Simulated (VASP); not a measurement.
ReTc, 2 atoms in the cell. The structure is hexagonal, space group P-6m2 (No. 187). Conventional cell: a = 2.749 Å, b = 2.749 Å, c = 4.440 Å, α = 90.00°, β = 90.00°, γ = 120.00°. Tc (site symmetry -6m2) has 6 Re at 2.73 Å and 6 Tc at 2.75 Å within 3.6 Å. Re (site symmetry -6m2) has 6 Tc at 2.73 Å and 6 Re at 2.75 Å within 3.6 Å. 

| Quantity | Value |
| --- | --- |
| Program | VASP 6.6.1 |
| Task | relaxation of cell and atoms |
| Functional | PBEsol |
| Potentials or basis | VASP PAW PBE potentials, release 64 (Tc_pv, Re) |
| Cutoff | 600 eV |
| k mesh | 7 × 7 × 4 |
| Occupations | methfessel-paxton, width 0.3 eV |
| Spin | no spin polarisation |
| Target pressure | 20 GPa |
| Dipole correction | no |
| Further INCAR settings | ALGO = Normal; EDIFF = 1e-06; IBRION = 2; EDIFFG = -0.05; NSW = 80; ISIF = 3 |

Potentials or basis: VASP PAW PBE potentials, release 64 (Tc_pv, Re).

The run is started by

```sh
$ cat potpaw_PBE.64/Tc_pv/POTCAR potpaw_PBE.64/Re/POTCAR > POTCAR
$ mpirun -np 1 vasp_std > vasp.out
```

Hardware: 1 thread of Intel(R) Xeon(R) 6975P-C (Granite Rapids), with other jobs on the host.

Task: Estimate the wall time of this run.

Result: Run time: 67 s on 1 thread of Intel(R) Xeon(R) 6975P-C (Granite Rapids) (shared host), peak memory 0.16 GiB. Counts: scf iterations 83, k points 24, ion steps 10.
